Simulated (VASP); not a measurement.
Input of a VASP 6.6.1 run:

Contents of POSCAR:

```
Al2O3
1.0
    2.3761915491      1.3718948305      4.3236184862
   -2.3761915491      1.3718948305      4.3236184862
    0.0000000000     -2.7437896611      4.3236184862
Al O
4 6
Direct
    0.1480479470      0.1480479470      0.1480479470
    0.3519520530      0.3519520530      0.3519520530
    0.6480479470      0.6480479470      0.6480479470
    0.8519520530      0.8519520530      0.8519520530
    0.9435900361      0.5564099639      0.2500000000
    0.4435900361      0.7500000000      0.0564099639
    0.5564099639      0.2500000000      0.9435900361
    0.2500000000      0.9435900361      0.5564099639
    0.7500000000      0.0564099639      0.4435900361
    0.0564099639      0.4435900361      0.7500000000
```

File INCAR.step1:

```
PREC = Accurate ; ENCUT = 520
ISMEAR = -1 ; SIGMA = 0.03
LREAL = False ; LASPH = True
NELM = 100 ; NBANDS = 35
GGA = PE ; ALGO = Normal
EDIFF = 1E-4 ; LWAVE = True
LCHARG = False
```

File INCAR.step2:

```
PREC = Accurate ; ENCUT = 520
EDIFF = 1E-6 ; ISMEAR = -1
SIGMA = 0.03 ; LREAL = False
LASPH = True ; NELM = 100
ALGO = Normal ; ISIF = 2
LWAVE = False ; LCHARG = False
METAGGA = R2SCAN ; LMIXTAU = True
LUSE_VDW = True ; IVDW_NL = 2
BPARAM = 11.95 ; CPARAM = 0.0093
NBANDS = 35 ; ISTART = 1
```

File KPOINTS:

```
Automatic mesh
0
Gamma
  6 6 6
```

Potentials or basis: VASP PAW PBE potentials, release 64 (Al, O).

Launch:

```sh
$ cat potpaw_PBE.64/Al/POTCAR potpaw_PBE.64/O/POTCAR > POTCAR
$ cp INCAR.step1 INCAR
$ mpirun -np 1 vasp_std > vasp.out
$ cp INCAR.step2 INCAR
$ mpirun -np 1 vasp_std > vasp.out
```

**Question.** Predict the band gap on the k mesh.

**Answer.** 7.16 eV.

**Question.** Predict the pressure.

**Answer.** -0.4 GPa.

**Question.** What does it give for the largest force?

**Answer.** 0.017 eV/Å.

Forces on the atoms (eV/Å):
```
Al   0.000  0.000  0.017
Al   0.000  0.000 -0.017
Al   0.000  0.000  0.017
Al   0.000  0.000 -0.017
O    0.013  0.000  0.000
O    0.006  0.011  0.000
O   -0.006 -0.011  0.000
O   -0.006  0.011  0.000
O    0.006 -0.011  0.000
O   -0.013  0.000  0.000
```

Caveat: the PAW data sets were made with another functional, which shifts forces and pressure a little. A k mesh can miss the band edges.
